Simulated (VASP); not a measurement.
Au, 1 atom in the cell. Symmetry: Fm-3m, No. 225, cubic system. Conventional cell: a = 4.158 Å, b = 4.158 Å, c = 4.158 Å, α = 90.00°, β = 90.00°, γ = 90.00°. Au (site symmetry m-3m) has 12 Au at 2.94 Å within 3.9 Å. 

| Property | Result |
| --- | --- |
| Program | VASP 6.6.1 |
| Task | single point |
| Functional | PBE |
| Potentials or basis | VASP PAW PBE potentials, release 64 (Au) |
| Cutoff | 520 eV |
| k mesh | 18 × 18 × 18 |
| Occupations | gaussian, width 0.3 eV |
| Spin | no spin polarisation |
| Dipole correction | no |
| Further INCAR settings | ALGO = Normal; EDIFF = 1e-06; NBANDS = 12 |

Potentials or basis: VASP PAW PBE potentials, release 64 (Au).

Run with:

```sh
$ cat potpaw_PBE.64/Au/POTCAR > POTCAR
$ mpirun -np 1 vasp_std > vasp.out
```

Hardware: 1 thread of Intel(R) Xeon(R) Platinum 8488C (Sapphire Rapids), with other jobs on the host.

Question: Estimate the wall time of this run.

Answer: Wall time 18 s on 1 thread of Intel(R) Xeon(R) Platinum 8488C (Sapphire Rapids), with other jobs on the host, peak memory 0.17 GiB. Counts: scf iterations 11, k points 195.
